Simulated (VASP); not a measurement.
# P in VASP: a series of runs, part 2 of 2

VASP 6.6.1.

## Step 3: Single point, PBE+D3(BJ)

File INCAR:

```
SYSTEM = P
PREC     = Accurate       ! precision mode
ENCUT    = 520            ! plane-wave cutoff, eV
EDIFF    = 1E-7           ! SCF threshold, eV
ISMEAR   = 0              ! smearing method
SIGMA    = 0.05           ! smearing width, eV
LREAL    = .False.        ! projectors in reciprocal space
LASPH    = .True.         ! aspherical terms in the spheres
NELM     = 100            ! most SCF steps
ALGO     = Normal         ! electronic algorithm
ISIF     = 2              ! what is computed and relaxed
LWAVE    = .False.        ! write WAVECAR
LCHARG   = .False.        ! write CHGCAR
LDIPOL   = .True.       
IDIPOL   = 3            
DIPOL    = 0.5 0.5 0.385
GGA      = PE             ! functional
IVDW     = 12             ! dispersion correction
NBANDS   = 30             ! bands
```

File KPOINTS:

```
Automatic mesh
0
Gamma
  8 6 1
  0 0 0
```

File POSCAR:

```
P
1.0
    3.2961869271      0.0000000000      0.0000000000
    0.0000000000      4.4391555608      0.0000000000
    0.0000000000      0.0000000000     21.7461973993
P
8
Direct
    0.5000000000      0.9174951521      0.2069327302
    0.0000000000      0.5825048479      0.2069327302
    0.5000000000      0.0825048479      0.3045635326
    0.0000000000      0.4174951521      0.3045635326
    0.5000000000      0.0825048479      0.4645915106
    0.0000000000     -0.2524854563      0.4645915106
    0.5000000000     -0.7524854563      0.5622223129
    0.0000000000     -0.4174951521      0.5622223129
```

Potentials or basis: VASP PAW PBE potentials, release 64 (P).

On the command line:

```sh
cat potpaw_PBE.64/P/POTCAR > POTCAR
mpirun -np 1 vasp_std > vasp.out
```

OUTCAR:

```text
SYSTEM = P
   PREC = Accurate
   ENCUT = 520
   EDIFF = 1E-7
   ISMEAR = 0
   LREAL = .False.
   LASPH = .True.
   NELM = 100
   ISIF = 2
   GGA = PE
   IVDW = 12
 IVDW          = 12

 ion  position               nearest neighbor table
   1  0.500  0.917  0.207-   2 2.22   2 2.22   3 2.25
   2  0.000  0.583  0.207-   1 2.22   1 2.22   4 2.25
   3  0.500  0.083  0.305-   4 2.22   4 2.22   1 2.25
   4  0.000  0.417  0.305-   3 2.22   3 2.22   2 2.25
   5  0.500  0.083  0.465-   6 2.22   6 2.22   7 2.25
   6  0.000  0.748  0.465-   5 2.22   5 2.22   8 2.25
   7  0.500  0.248  0.562-   8 2.22   8 2.22   5 2.25
   8  0.000  0.583  0.562-   7 2.22   7 2.22   6 2.25

  LATTYP: Found a simple orthorhombic cell.
 ALAT       =     3.2961869271
 B/A-ratio  =     1.3467547985
 C/A-ratio  =     6.5973799060

  Lattice vectors:

 A1 = (   3.2961869271,   0.0000000000,   0.0000000000)
 A2 = (   0.0000000000,   4.4391555608,   0.0000000000)
 A3 = (   0.0000000000,   0.0000000000,  21.7461973993)

Analysis of symmetry for initial positions (statically):
=====================================================================
 Subroutine PRICEL returns:
 Original cell was already a primitive cell.

 Routine SETGRP: Setting up the symmetry group for a
 simple orthorhombic supercell.

 Subroutine GETGRP returns: Found  4 space group operations
 (whereof  2 operations were pure point group operations)
 out of a pool of  8 trial point group operations.

The static configuration has the point symmetry C_1h.
 The point group associated with its full space group is C_2h.

Analysis of symmetry for dynamics (positions and initial velocities):
=====================================================================
 Subroutine PRICEL returns:
 Original cell was already a primitive cell.

 Routine SETGRP: Setting up the symmetry group for a
 simple orthorhombic supercell.

 Subroutine GETGRP returns: Found  4 space group operations
 (whereof  2 operations were pure point group operations)
 out of a pool of  8 trial point group operations.

The dynamic configuration has the point symmetry C_1h.
 The point group associated with its full space group is C_2h.

 Subroutine INISYM returns: Found  4 space group operations
 (whereof  2 operations are pure point group operations),
 and found     1 'primitive' translations

----------------------------------------------------------------------------------------

                                     Primitive cell

  volume of cell :     318.1966

  direct lattice vectors                    reciprocal lattice vectors
     3.296186927  0.000000000  0.000000000     0.303380853  0.000000000  0.000000000
     0.000000000  4.439155561  0.000000000     0.000000000  0.225268069  0.000000000
     0.000000000  0.000000000 21.746197399     0.000000000  0.000000000  0.045985051

  length of vectors
     3.296186927  4.439155561 21.746197399     0.303380853  0.225268069  0.045985051

  position of ions in fractional coordinates (direct lattice)
     0.500000000  0.917495152  0.206932730
     0.000000000  0.582504848  0.206932730
[... 66 lines left out ...]
   k-points           NKPTS =     20   k-points in BZ     NKDIM =     20   number of bands    NBANDS=     30
   number of dos      NEDOS =    301   number of ions     NIONS =      8
   total plane-waves  NPLWV = 163296
   dimension x,y,z NGX =    28 NGY =   36 NGZ =  162
   dimension x,y,z NGXF=    56 NGYF=   72 NGZF=  324
   ions per type =               8
   NGX,Y,Z   is equivalent  to a cutoff of  14.12, 13.48, 12.38 a.u.
   NGXF,Y,Z  is equivalent  to a cutoff of  28.24, 26.96, 24.77 a.u.
 SYSTEM =  P
   PREC   = accura    normal or accurate (medium, high low for compatibility)
   ISTART =      0    job   : 0-new  1-cont  2-samecut
   ICHARG =      2    charge: 1-file 2-atom 10-const
   ISPIN  =      1    spin polarized calculation?
   LNONCOLLINEAR =      F non collinear calculations
   LSORBIT =      F    spin-orbit coupling
   LASPH  =      T    aspherical Exc in radial PAW
   ENCUT  =  520.0 eV  38.22 Ry    6.18 a.u.   6.13  8.25 40.43*2*pi/ulx,y,z
   NELM   =    100;   NELMIN=  2; NELMDL= -5     # of ELM steps
   EDIFF  = 0.1E-06   stopping-criterion for ELM
   LREAL  =      F    real-space projection
   EDIFFG = 0.1E-05   stopping-criterion for IOM
   NSW    =      0    number of steps for IOM
   IBRION =     -1    ionic relax: 0-MD 1-quasi-New 2-CG
   NFREE  =      0    steps in history (QN), initial steepest desc. (CG)
   ISIF   =      2    stress and relaxation
   ISYM   =      2    0-nonsym 1-usesym 2-fastsym
   POTIM  = 0.5000    time-step for ionic-motion
   TEBEG  =    0.0;   TEEND  =   0.0 temperature during run
   PSTRESS=    0.0 pullay stress
   NELECT =      40.0000    total number of electrons
   NUPDOWN=      -1.0000    fix difference up-down
   EMIN   =  10.00;   EMAX   =-10.00  energy-range for DOS
   EFERMI =   0.00;   METHOD = LEGACY
   ISMEAR =     0;   SIGMA  =   0.05  broadening in eV -4-tet -1-fermi 0-gaus
   EFERMI_NEDOS =   21; number of points for ismear=-14 and -15
   IALGO  =     38    algorithm
   IMIX   =      4    mixing-type and parameters
     AMIX     =   0.40;   BMIX     =  1.00
     AMIX_MAG =   1.60;   BMIX_MAG =  1.00
  volume/ion in A,a.u.               =      39.77       268.41
  Fermi-wavevector in a.u.,A,eV,Ry     =   0.820093  1.549751  9.150628  0.672552
  Thomas-Fermi vector in A             =   1.931014
   LORBIT       =      0    0 simple, 1 ext, 2 COOP (PROOUT), +10 PAW based schemes
   GGA     = PE    functional components
   LHFCALC =     F    Hartree Fock is set to
   AEXX    =    0.0000 exact exchange contribution
   IVDW    =    12    specifies the selected vdW correction
   LEPSILON=     F    determine dielectric tensor
   LRPA    =     F    only Hartree local field effects (RPA)
 non-spin polarized calculation
 Gauss-broadening in eV      SIGMA  =   0.05
  energy-cutoff  :      520.00
  volume of cell :      318.20
 maximum number of plane-waves:      8606
 NGX is ok and might be reduce to    28
   NGX = 13   NGY = 17   NGZ = 81

 dipolmoment           0.000000      0.000000      0.000133 electrons x Angstroem

 number of electron      39.9999998 magnetization

 dipolmoment           0.000000      0.000000     -0.000001 electrons x Angstroem

 Free energy of the ion-electron system (eV)
  ---------------------------------------------------
  ext. energy  EPLUGINS =         0.00000000
  ---------------------------------------------------
  free energy    TOTEN  =       -42.92016420 eV

  energy without entropy =      -42.92016420  energy(sigma->0) =      -42.92016420

 E-fermi :   0.6732     XC(G=0):  -5.2737

 val. band max:        0.4499577177   @ k =   0.0000   0.0000   0.0000
 cond. band min:       0.9212954384   @ k =   0.0000   0.0000   0.0000
 fundamental gap:      0.4713377207
 Fermi energy:         0.6731612276

 k-point     1 :       0.0000    0.0000    0.0000
  band No.  band energies     occupation
      1     -14.8616      2.00000
      2     -14.7997      2.00000
      3     -12.3024      2.00000
      4     -12.1432      2.00000
      5      -8.7161      2.00000
      6      -8.6888      2.00000
[... 649 lines left out ...]
     29       5.7223      0.00000
     30       5.7702      0.00000

------------------------ aborting loop because EDIFF is reached ----------------------------------------

 vacuum level on the upper side and lower side of the slab       (xc-potential included)        -0.098        -0.099

 Edisp (eV)   -2.33304

 E8    (eV) :    -0.9131

  FORCE on cell =-STRESS in cart. coord.  units (eV):
  Direction    XX          YY          ZZ          XY          YZ          ZX
  --------------------------------------------------------------------------------------
  -------------------------------------------------------------------------------------
  Total      -0.72076    -0.84745    -0.73922     0.00000     0.28861     0.00000
  in kB      -3.62915    -4.26709    -3.72209     0.00000     1.45322     0.00000
  external pressure =       -3.87 kB  Pullay stress =        0.00 kB

 VOLUME and BASIS-vectors are now :
 -----------------------------------------------------------------------------
  energy-cutoff  :      520.00
  volume of cell :      318.20
      direct lattice vectors                 reciprocal lattice vectors
     3.296186927  0.000000000  0.000000000     0.303380853  0.000000000  0.000000000
     0.000000000  4.439155561  0.000000000     0.000000000  0.225268069  0.000000000
     0.000000000  0.000000000 21.746197399     0.000000000  0.000000000  0.045985051

 POSITION                                       TOTAL-FORCE (eV/Angst)
 -----------------------------------------------------------------------------------
      1.64809      4.07290      4.50000         0.000000     -0.066397      0.014543
      0.00000      2.58583      4.50000         0.000000      0.032989      0.003782
      1.64809      0.36625      6.62310         0.000000     -0.025387      0.062806
      0.00000      1.85333      6.62310         0.000000      0.016454      0.094086
      1.64809      0.36625     10.10310         0.000000      0.025387     -0.062806
      0.00000      3.31833     10.10310         0.000000     -0.016454     -0.094086
      1.64809      1.09876     12.22620         0.000000      0.066397     -0.014543
      0.00000      2.58583     12.22620         0.000000     -0.032989     -0.003782
 -----------------------------------------------------------------------------------
    total drift:                               -0.000000     -0.000006     -0.000012

  FREE ENERGIE OF THE ION-ELECTRON SYSTEM (eV)
  ---------------------------------------------------
  free  energy   TOTEN  =       -45.2531992918 eV

  energy  without entropy=      -45.2531992918  energy(sigma->0) =      -45.25319929

 vacuum level on the upper side and lower side of the slab         5.199         5.198
```

Run time: 2.7 min. Hardware: 1 thread of Intel Xeon 6975P-C (Granite Rapids), shared host; peak memory 0.44 GiB.

Results:

```
Free energy                : -45.2532 eV
Largest force              : 0.096 eV/Å
Band gap on the k mesh     : 0.47 eV
Dispersion energy per atom : -0.292 eV
```

Forces in eV/Å, atoms in the order of the input:
```
P    0.000 -0.066  0.015
P    0.000  0.033  0.004
P    0.000 -0.025  0.063
P    0.000  0.016  0.094
P    0.000  0.025 -0.063
P    0.000 -0.016 -0.094
P    0.000  0.066 -0.015
P    0.000 -0.033 -0.004
```

Levels at points of the mesh, in eV from the valence-band top:
```csv
k point,band 18,band 19,band 20,band 21,band 22,band 23
"(0.00, 0.00, 0.00)",-1.77,-0.39,0.00,0.47,1.13,1.36
"(0.50, 0.00, 0.00)",-2.34,-1.95,-1.83,1.01,1.03,1.26
"(0.00, 0.50, 0.00)",-1.18,-1.13,-1.03,1.82,1.96,1.99
"(0.50, 0.50, 0.00)",-1.75,-1.17,-1.13,1.86,2.25,2.35
```

## Step 4: Single point, PBE+D3(BJ)

File INCAR:

```
ALGO = Normal
DIPOL = 0.5 0.5 0.400
EDIFF = 1E-6
ENCUT = 520
GGA = PE
IDIPOL = 3
ISIF = 2
ISMEAR = 0
IVDW = 12
LASPH = True
LCHARG = False
LDIPOL = True
LREAL = False
LWAVE = False
NBANDS = 30
NELM = 100
PREC = Accurate
SIGMA = 0.05
```

File KPOINTS:

```
k-points
0
Gamma
  8 6 1
```

File POSCAR:

```
P
1.0
    3.2961869271      0.0000000000      0.0000000000
    0.0000000000      4.4391555608      0.0000000000
    0.0000000000      0.0000000000     21.7461973993
P
8
Direct
    0.5000000000      0.9174951521      0.2069327302
    0.0000000000      0.5825048479      0.2069327302
    0.5000000000      0.0825048479      0.3045635326
    0.0000000000      0.4174951521      0.3045635326
    0.5000000000      0.0825048479      0.4958613454
    0.0000000000     -0.2524854563      0.4958613454
    0.5000000000     -0.7524854563      0.5934921477
    0.0000000000     -0.4174951521      0.5934921477
```

On the command line:

```sh
cat potpaw_PBE.64/P/POTCAR > POTCAR
mpirun -np 1 vasp_std > vasp.out
```

It took 2.4 min on 1 thread of Intel Xeon 6975P-C (Granite Rapids), shared host; peak memory 0.45 GiB.

Results (log left out):

| Quantity | Value |
| --- | --- |
| Free energy | -45.1161 eV |
| Largest force | 0.068 eV/Å |
| Band gap on the k mesh | 0.51 eV |
| Dispersion energy per atom | -0.275 eV |

Forces in eV/Å, atoms in the order of the input:
```
P    0.000 -0.038  0.057
P    0.000  0.027  0.042
P    0.000  0.024  0.045
P    0.000 -0.015  0.040
P    0.000 -0.024 -0.045
P    0.000  0.015 -0.040
P    0.000  0.038 -0.057
P    0.000 -0.027 -0.042
```

Levels at points of the mesh, in eV from the valence-band top:
| k point | band 17 | band 18 | band 19 | band 20 | band 21 | band 22 | band 23 | band 24 |
| --- | --- | --- | --- | --- | --- | --- | --- | --- |
| (0.00, 0.00, 0.00) | -1.80 | -1.80 | -0.13 | 0.00 | 0.51 | 0.99 | 1.50 | 1.55 |
| (0.50, 0.00, 0.00) | -2.21 | -2.17 | -2.00 | -1.97 | 1.19 | 1.20 | 1.30 | 1.30 |
| (0.00, 0.50, 0.00) | -1.14 | -1.10 | -1.07 | -1.03 | 1.99 | 2.04 | 2.07 | 2.11 |
| (0.50, 0.50, 0.00) | -1.49 | -1.48 | -1.26 | -1.25 | 2.18 | 2.34 | 2.40 | 2.54 |

## Step 5: Summary

```tsv
cell	gap on the mesh (eV)	largest force (eV/Å)
as given, atomic positions A	0.53	0.20
as given, atomic positions B	0.47	0.10
as given, atomic positions C	0.51	0.07
```

Alike in all rows: task single point; level PBE+D3(BJ); potentials or basis VASP PAW PBE potentials, release 64 (P); no spin polarisation; k mesh 8 × 6 × 1; cutoff (eV) 520; smearing gaussian 0.05 eV.

Absolute energies hang on the potentials; compare differences alone.
